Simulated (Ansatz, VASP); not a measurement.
# TiO2: VASP beside Ansatz

Contents of POSCAR:

```
TiO2
1.0
    4.5922000000      0.0000000000      0.0000000000
    0.0000000000      4.5922000000      0.0000000000
    0.0000000000      0.0000000000      2.9574000000
Ti O
2 4
Direct
    0.0000000000      0.0000000000      0.0000000000
    0.5000000000      0.5000000000      0.5000000000
    0.3049600000      0.3049600000      0.0000000000
    0.1950400000      0.8049600000      0.5000000000
    0.6950400000      0.6950400000      0.0000000000
    0.8049600000      0.1950400000      0.5000000000
```

Contents of INCAR.step1:

```
SYSTEM = TiO2
  PREC = Accurate
  ENCUT = 600
  ISMEAR = -1
  SIGMA = 0.1
  LREAL = .False.
  LASPH = .True.
  NELM = 80
  GGA = PE
  ALGO = Normal
  EDIFF = 1E-4
  LWAVE = .True.
  LCHARG = .False.
```

Contents of INCAR.step2:

```
SYSTEM = TiO2
  PREC = Accurate
  ENCUT = 600
  EDIFF = 1E-7
  ISMEAR = -1
  SIGMA = 0.1
  LREAL = .False.
  LASPH = .True.
  NELM = 80
  ALGO = Normal
  ISIF = 3
  LWAVE = .False.
  LCHARG = .False.
  METAGGA = R2SCAN
  LMIXTAU = .True.
  IBRION = 2
  NSW = 100
  EDIFFG = -0.002
  ISTART = 1
```

KPOINTS

```
regular mesh
0
Gamma
  6 6 10
  0 0 0
```

Input for Ansatz:

```yaml
crystal:
  lattice:
    - [4.5922, 0.0, 0.0]
    - [0.0, 4.5922, 0.0]
    - [0.0, 0.0, 2.9574]
  atoms:
    - { symbol: Ti, position: [0.0, 0.0, 0.0] }
    - { symbol: Ti, position: [0.5, 0.5, 0.5] }
    - { symbol: O, position: [0.30496, 0.30496, 0.0] }
    - { symbol: O, position: [0.19504, 0.80496, 0.5] }
    - { symbol: O, position: [0.69504, 0.69504, 0.0] }
    - { symbol: O, position: [0.80496, 0.19504, 0.5] }
kpoints:
  mp_grid: { grid: [6, 6, 10] }
scf:
  occupations: { method: fermi_dirac, width: 0.1 }
hamiltonian:
  xc: r2scan
  pseudopotentials: { kind: paw }
relax:
  f_tol: 0.002
  max_steps: 80
  cell: {}
output:
  forces: true
  stress: true
```

Alike in both runs: task relaxation of cell and atoms; functional r2SCAN; k mesh 6 × 6 × 10; occupations fermi-dirac, width 0.1 eV; no spin polarisation.

|  | VASP | Ansatz |
| --- | --- | --- |
| version | VASP 6.6.1 | Ansatz 0.2.0 |
| potentials or method | VASP PAW PBE potentials, release 64 (Ti_sv, O) | PAW with Ansatz's default frozen-core files, scalar-relativistic |
| plane-wave cutoff (eV) | 600 | 500 |
| valence electrons in the cell | 48 | 48 |

|  | VASP | Ansatz | Ansatz less VASP |
| --- | --- | --- | --- |
| relaxed volume (Å³/atom) | 10.44 | 10.40 | -0.039 |
| relaxed length of the cell vector where the two differ most in proportion (Å) | 2.960 | 2.954 | -0.0069 |

VASP's potentials were made for PBE, not for r2SCAN.
